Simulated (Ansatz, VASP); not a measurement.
**Ag: VASP beside Ansatz**

File INCAR:

```
  PREC = Accurate
  ENCUT = 520
  EDIFF = 1E-6
  ISMEAR = 0
  SIGMA = 0.15
  LREAL = False
  LASPH = True
  NELM = 100
  ALGO = Fast
  ISIF = 2
  LWAVE = False
  LCHARG = False
  GGA = PE
  NBANDS = 18
```

File KPOINTS:

```
regular mesh
0
Gamma
  24 24 12
```

Contents of POSCAR:

```
Ag
1.0
    2.8827317815      0.0000000000      0.0000000000
   -1.4413658908      2.4965189551      0.0000000000
    0.0000000000      0.0000000000      4.9483648444
Ag
2
Direct
    0.3333333333      0.6666666667      0.2500000000
    0.6666666667      0.3333333333      0.7500000000
```

Input for Ansatz:

```yaml
crystal:
  lattice:
    - [2.8827317815, 0.0, 0.0]
    - [-1.4413658908, 2.4965189551, 0.0]
    - [0.0, 0.0, 4.9483648444]
  atoms:
    - { symbol: Ag, position: [0.3333333333, 0.6666666667, 0.25] }
    - { symbol: Ag, position: [0.6666666667, 0.3333333333, 0.75] }
basis:
  ecutwfc: 420
kpoints:
  mp_grid: { grid: [24, 24, 12] }
hamiltonian:
  xc: pbe
scf:
  occupations: { method: gaussian, width: 0.15 }
output:
  forces: true
  stress: true
  eigenvalues: true
```

Alike in both runs: task single point; functional PBE; k mesh 24 × 24 × 12; occupations gaussian, width 0.15 eV; no spin polarisation.

|  | VASP | Ansatz |
| --- | --- | --- |
| version | VASP 6.6.1 | Ansatz 0.2.0 |
| potentials or method | VASP PAW PBE potentials, release 64 (Ag), cutoff 520 eV | scalar-relativistic, plane waves, PAW |
| valence electrons in the cell | 22 | 38 |

Ansatz gave:

```
gap on the k mesh at the Fermi level (eV)                     : none
pressure (GPa)                                                : 0.6
traceless stress, the component that is largest in VASP (GPa) : -2.81
```

**Question.** Which values does VASP return?

**Answer.** gap on the k mesh at the Fermi level (eV): none; pressure (GPa): 0.6; traceless stress, the component that is largest in VASP (GPa): -2.80.

A gap of «none» marks a metal or a gap that the smearing closes. VASP's potentials hold 22 valence electrons a cell and Ansatz's 38, so a difference there can come from the potentials and not from the codes.
